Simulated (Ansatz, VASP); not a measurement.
TiPt3 in VASP and in Ansatz

```
Pt Ti
1.0
     3.89700    0.00000    0.00000
     0.00000    3.89700    0.00000
     0.00000    0.00000    3.89700
Pt Ti
3 1
Cartesian
  1.9485 1.9485 0.0000
  1.9485 0.0000 1.9485
  0.0000 1.9485 1.9485
  0.0000 0.0000 0.0000
```

Alike in both runs: functional LDA; k mesh 7 × 7 × 7; occupations fermi-dirac, width 0.05 eV; no spin polarisation.

|  | VASP | Ansatz |
| --- | --- | --- |
| version | VASP 6.6.1 | Ansatz 0.2.0 |
| potentials or method | VASP PAW LDA potentials, release 64 (Pt, Ti_sv), cutoff 520 eV | all-electron LAPW, scalar-relativistic |
| task | single point | band structure |

Ansatz gave:

* gap on the k mesh at the Fermi level (eV): none
* pressure (GPa): -5.0

Q: What did VASP give for the same quantities?

A: gap on the k mesh at the Fermi level (eV): none; pressure (GPa): -4.3.

LDA's correlation is that of Perdew and Zunger in VASP and of Perdew and Wang (1992) in Ansatz. A gap of «none» marks a metal or a gap that the smearing closes. Ansatz ran all-electron here, and VASP with PAW potentials.

Neither program's run includes spin-orbit coupling.
